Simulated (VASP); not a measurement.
Sn, 2 atoms in the cell. Symmetry: R-3m, No. 166, trigonal system. The conventional cell has a = 4.544 Å, b = 4.544 Å, c = 11.468 Å, α = 90.00°, β = 90.00°, γ = 120.00°. Within 3.7 Å of Sn (site symmetry 3m) lie 4 Sn at 2.79 to 2.87 Å.  This cell differs from its parent crystal: equal xy, yz and zx shear strains of +2 %.

```yaml
Program: VASP 6.6.1
Task: electric field gradients
Functional: PBE
Potentials_or_basis: VASP PAW PBE potentials, release 64 (Sn_d)
Cutoff: 520 eV
k_mesh: 9 × 9 × 9
Occupations: fermi-dirac, width 0.03 eV
Spin: no spin polarisation
Dipole_correction: no
Further_INCAR_settings: ALGO = Normal; EDIFF = 1e-08; NBANDS = 21
```

Potentials or basis: VASP PAW PBE potentials, release 64 (Sn_d).

Launch:

```sh
$ cat potpaw_PBE.64/Sn_d/POTCAR > POTCAR
$ mpirun -np 1 vasp_std > vasp.out
```

Hardware: 1 thread of Intel(R) Xeon(R) Platinum 8375C CPU @ 2.90GHz (Ice Lake), with other jobs on the host.

Question: Estimate the wall time of this run.

Answer: Wall time 81 s on 1 thread of Intel(R) Xeon(R) Platinum 8375C CPU @ 2.90GHz (Ice Lake), with other jobs on the host, peak memory 0.25 GiB. Counts: scf iterations 13, k points 85.
